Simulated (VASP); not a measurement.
# From VASP inputs to Ansatz: NaCl (rocksalt)

INCAR

```
PREC = Accurate
SIGMA = 0.01
LWAVE = .FALSE.
NSW = 0
NELM = 120
METAGGA = R2SCAN
ISMEAR = 0
LASPH = .TRUE.
EDIFF = 1E-7
ENCUT = 520
LCHARG = .FALSE.
ISIF = 2
ALGO = Normal
NBANDS = 14
LREAL = .FALSE.
IBRION = -1
```

KPOINTS

```
KPOINTS created by Atomic Simulation Environment
0
Gamma
8 8 8
0 0 0
```

KPOINTS_OPT

```
special points
6
Reciprocal
0.0000000000 0.0000000000 0.0000000000 1
0.5000000000 0.0000000000 0.5000000000 1
0.6250000000 0.2500000000 0.6250000000 1
0.3750000000 0.3750000000 0.7500000000 1
0.5000000000 0.5000000000 0.5000000000 1
0.5000000000 0.2500000000 0.7500000000 1
```

POSCAR

```
Na Cl
 1.0000000000000000
     0.0000000000000000    2.8026988253748137    2.8026988253748137
     2.8026988253748137    0.0000000000000000    2.8026988253748137
     2.8026988253748137    2.8026988253748137   -0.0000000000000000
 Na  Cl
   1   1
Cartesian
 -0.0000000000000000 -0.0000000000000000 -0.0000000000000000
  2.8026988253748137  2.8026988253748137  2.8026988253748137
```

VASP ran with the recommended PBE PAW datasets (14 valence electrons in the cell).

Q: Translate these files to an Ansatz input.

A: 

```yaml
crystal:
  lattice:
    - [0.0, 2.8026988254, 2.8026988254]
    - [2.8026988254, 0.0, 2.8026988254]
    - [2.8026988254, 2.8026988254, 0.0]
  atoms:
    - { symbol: Na, position: [0.0, 0.0, 0.0] }
    - { symbol: Cl, position: [0.5, 0.5, 0.5] }
kpoints:
  mp_grid: { grid: [8, 8, 8] }
  band_path:
    path:
      - [0.0, 0.0, 0.0]
      - [0.5, 0.0, 0.5]
      - [0.625, 0.25, 0.625]
      - [0.375, 0.375, 0.75]
      - [0.5, 0.5, 0.5]
      - [0.5, 0.25, 0.75]
    npoints: 1
hamiltonian:
  xc: r2scan
scf:
  occupations: { method: fixed }
  n_extra_bands: 4
output:
  forces: true
  stress: true
  eigenvalues: true
```

Other inputs would serve too.

```tsv
	VASP	Ansatz
gap between bands v and c	6.00 eV	5.98 eV
least direct gap	6.00 eV	5.98 eV
pressure	-0.1 GPa	0.0 GPa
```

Datasets and cutoffs are each program's own. VASP's cell holds 14 valence electrons and Ansatz's 16. Ansatz's stress includes a Pulay correction; VASP's doesn't.

VASP's potentials hold 14 valence electrons a cell and Ansatz's 16, so a difference between the two programs can come from the potentials and not from the codes.
